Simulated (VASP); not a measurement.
Write the native input for VASP 6.6.1 that does the following.

* Task: single point
* Functional: PBE
* Dispersion: D3(BJ)
* Potentials or basis: VASP PAW PBE potentials, release 64 (Sn_d, O)
* Cutoff: 520 eV
* k mesh: 9 × 9 × 2
* Occupations: gaussian, width 0.05 eV
* Spin: no spin polarisation
* Dipole correction: no
* Further INCAR settings: ALGO = Normal; EDIFF = 1e-06; NBANDS = 49

The structure of SnO2 lies in POSCAR:

```
SnO2
1.0
   -3.2372529198      0.0000000000      0.0000000000
   -1.6186264599     -2.8035432670      0.0000000000
   -4.3702914417     -2.5231889404     14.3754773976
Sn O
3 6
Direct
    0.2636350639      0.2636350639      0.4478128920
    0.8656650890     -0.1343349110      0.1492610123
   -0.3383949612     -0.3383949612      0.7463647718
    0.4703165442      0.4703165442      0.2181668027
    0.2662564940     -0.7337435060      0.8152705622
   -0.1317134809     -0.1317134809      0.5167186824
    0.0569535835      0.0569535835      0.6774589813
    0.6589836086     -0.3410163914      0.3789071016
    0.2610136337      0.2610136337      0.0803552219
```

These files were run (other wordings do the same):

INCAR

```
PREC = Accurate ; ENCUT = 520
EDIFF = 1E-6 ; ISMEAR = 0
SIGMA = 0.05 ; LREAL = F
LASPH = T ; NELM = 80
ALGO = Normal ; ISIF = 2
LWAVE = F ; LCHARG = F
GGA = PE ; IVDW = 12
NBANDS = 49
```

KPOINTS

```
Automatic mesh
0
Gamma
  9 9 2
```

Potentials or basis: VASP PAW PBE potentials, release 64 (Sn_d, O).

Launch:

```bash
$ cat potpaw_PBE.64/Sn_d/POTCAR potpaw_PBE.64/O/POTCAR > POTCAR
$ mpirun -np 1 vasp_std > vasp.out
```

It gave:

- Pressure: 0.3 GPa
- Largest force: 0.261 eV/Å
- Band gap on the k mesh: 1.86 eV, indirect (least direct gap 1.99 eV)
- Dispersion energy per atom: -0.182 eV

Caveat: spin-orbit coupling is left out, which moves the levels of the heavy elements.

Wall time 12 min on 1 thread of Oxide Virtual Turin-like Processor, with other jobs on the host, peak memory 0.37 GiB.
